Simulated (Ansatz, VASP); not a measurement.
## Two plane-wave programs on BP4

The input INCAR:

```
SYSTEM = BP4
PREC = Accurate
ENCUT = 520
EDIFF = 1E-7
ISMEAR = 0
SIGMA = 0.1
LREAL = .False.
LASPH = .True.
NELM = 100
ALGO = Normal
ISIF = 2
LWAVE = .False.
LCHARG = .True.
GGA = PE
LELF = .True.
LVHAR = .True.
NBANDS = 20
```

The input KPOINTS:

```
Automatic mesh
0
Gamma
  6 6 6
  0 0 0
```

Contents of POSCAR:

```
BP4
1.0
   -2.0903390300      2.0903390300      5.3902936000
    2.0903390300     -2.0903390300      5.3902936000
    2.0903390300      2.0903390300     -5.3902936000
B P
1 4
Direct
    0.0000000000      0.0000000000      0.0000000000
    0.3860407800      0.3860407800      0.0000000000
    0.6139592200      0.6139592200      0.0000000000
    0.7500000000      0.2500000000      0.5000000000
    0.2500000000      0.7500000000      0.5000000000
```

Input for Ansatz:

```yaml
crystal:
  lattice:
    - [-2.09033903, 2.09033903, 5.3902936]
    - [2.09033903, -2.09033903, 5.3902936]
    - [2.09033903, 2.09033903, -5.3902936]
  atoms:
    - { symbol: B, position: [0.0, 0.0, 0.0] }
    - { symbol: P, position: [0.38604078, 0.38604078, 0.0] }
    - { symbol: P, position: [0.61395922, 0.61395922, 0.0] }
    - { symbol: P, position: [0.75, 0.25, 0.5] }
    - { symbol: P, position: [0.25, 0.75, 0.5] }
basis:
  ecutwfc: 420
kpoints:
  mp_grid: { grid: [6, 6, 6] }
hamiltonian:
  xc: pbe
scf:
  occupations: { method: gaussian, width: 0.1 }
  lower_state_search: "off"
output:
  forces: true
  stress: true
  eigenvalues: true
```

Change from the starting cell: species swapped into the RbIn4 type (I4/mmm, No. 139).

Alike in both runs: task single point; functional PBE; k mesh 6 × 6 × 6; occupations gaussian, width 0.1 eV; no spin polarisation.

|  | VASP | Ansatz |
| --- | --- | --- |
| version | VASP 6.6.1 | Ansatz 0.2.0 |
| potentials or method | VASP PAW PBE potentials, release 64 (B, P), cutoff 520 eV | scalar-relativistic, plane waves, PAW |
| valence electrons in the cell | 23 | 23 |

Ansatz gave:

```
gap on the k mesh at the Fermi level (eV)                     : none
pressure (GPa)                                                : -7.5
traceless stress, the component that is largest in VASP (GPa) : 0.52
rms of the force components (eV/Å)                            : 0.470
```

Which values does VASP return?

gap on the k mesh at the Fermi level (eV): none; pressure (GPa): -7.6; traceless stress, the component that is largest in VASP (GPa): 0.54; rms of the force components (eV/Å): 0.476.

Atom by atom the forces differ by 0.006 eV/Å (rms over components). A gap of «none» marks a metal or a gap that the smearing closes. The functional is the same, so the differences come from potentials, cutoffs and numerics.
